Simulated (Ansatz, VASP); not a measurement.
# Two plane-wave programs on SnO2

```xyz
3
Lattice="0.0000 2.5337 2.5337 2.5337 0.0000 2.5337 2.5337 2.5337 0.0000" Properties=species:S:1:pos:R:3 pbc="T T T"
Sn    0.0000    0.0000    0.0000
O     1.2668    1.2668    1.2668
O     3.8005    3.8005    3.8005
```

Alike in both runs: functional r2SCAN; k mesh 6 × 6 × 6; occupations gaussian, width 0.1 eV; no spin polarisation.

Ansatz relaxed the structure, and its values are those at the end. VASP's run is a single point on that final structure, the one shown.

```csv
,VASP,Ansatz
version,VASP 6.6.1,Ansatz 0.2.0
potentials or method,"VASP PAW PBE potentials, release 64 (Sn_d, O_h), cutoff 1480 eV","scalar-relativistic, plane waves, PAW"
valence electrons in the cell,26,26
```

|  | VASP | Ansatz | Ansatz less VASP |
| --- | --- | --- | --- |
| gap on the k mesh at the Fermi level (eV) | 0.88 | 0.86 | -0.024 |
| least direct gap on the mesh (eV) | 2.29 | 2.27 | -0.027 |
| pressure (GPa) | 1.1 | -0.1 | -1.15 |

VASP's potentials were made for PBE, not for r2SCAN.
